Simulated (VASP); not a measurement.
Hg, 1 atom in the cell. It takes space group Im-3m (No. 229, cubic). The conventional cell has a = 3.127 Å, b = 3.127 Å, c = 3.127 Å, α = 90.00°, β = 90.00°, γ = 90.00°. Within 3.6 Å of Hg (site symmetry m-3m) lie 14 Hg at 2.71 to 3.13 Å.  This cell differs from its parent crystal: volume scaled by 0.68.

```yaml
Program: VASP 6.6.1
Task: single point
Functional: LDA
Potentials_or_basis: VASP PAW LDA potentials, release 64 (Hg)
Cutoff: 520 eV
k_mesh: 15 × 15 × 15
Occupations: fermi-dirac, width 0.1 eV
Spin: no spin polarisation
Dipole_correction: no
Further_INCAR_settings: ALGO = Normal; EDIFF = 1e-06; NBANDS = 12
```

Potentials or basis: VASP PAW LDA potentials, release 64 (Hg).

Launch:

```console
$ cat potpaw_LDA.64/Hg/POTCAR > POTCAR
$ mpirun -np 1 vasp_std > vasp.out
```

Hardware: 1 thread of Intel(R) Xeon(R) 6975P-C (Granite Rapids), on a shared host.

Estimate the wall time of this run.

Wall time 6.6 s on 1 thread of Intel(R) Xeon(R) 6975P-C (Granite Rapids) (shared host), peak memory 0.13 GiB. Counts: scf iterations 10, k points 120.
